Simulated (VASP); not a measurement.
The system is ZrB.

```
Zr B
1.0
     0.00000    2.32500    2.32500
     2.32500    0.00000    2.32500
     2.32500    2.32500    0.00000
Zr B
1 1
Direct
  0.00000 0.00000 0.00000
  0.50000 0.50000 0.50000
```

| Property | Result |
| --- | --- |
| Program | VASP 6.6.1 |
| Task | relaxation of cell and atoms |
| Functional | LDA |
| Potentials or basis | VASP PAW LDA potentials, release 64 (Zr_sv, B) |
| Cutoff | 600 eV |
| k mesh | 10 × 10 × 10 |
| Occupations | fermi-dirac, width 0.05 eV |
| Spin | no spin polarisation |

At the start: pressure 25.5 GPa; volume 12.57 Å³/atom.

Task: How do energy, volume and symmetry change on relaxing?

Result: Over 4 steps the energy falls by 111.9 meV/atom and the volume is 14.12 Å³/atom (+12.3 %); space group Fm-3m (No. 225, to 0.05 Å).

The path:
```
step  energy change (eV)  largest force (eV/Å)  pressure (GPa)  volume (Å³)
   1              0.0000                0.0000           25.54        25.14
   2              0.1394                0.0000          -20.66        33.15
   3             -0.2235                0.0000           -0.77        28.34
   4             -0.2238                0.0000           -0.09        28.23
```

Final structure:
```xyz
2
Lattice="0.0000 2.4168 2.4168 2.4168 0.0000 2.4168 2.4168 2.4168 0.0000" Properties=species:S:1:pos:R:3 pbc="T T T"
Zr    0.0000    0.0000    0.0000
B     2.4168    2.4168    2.4168
```

Caveat: the volume moved by +12 % from the deposited cell, more than functionals usually miss.
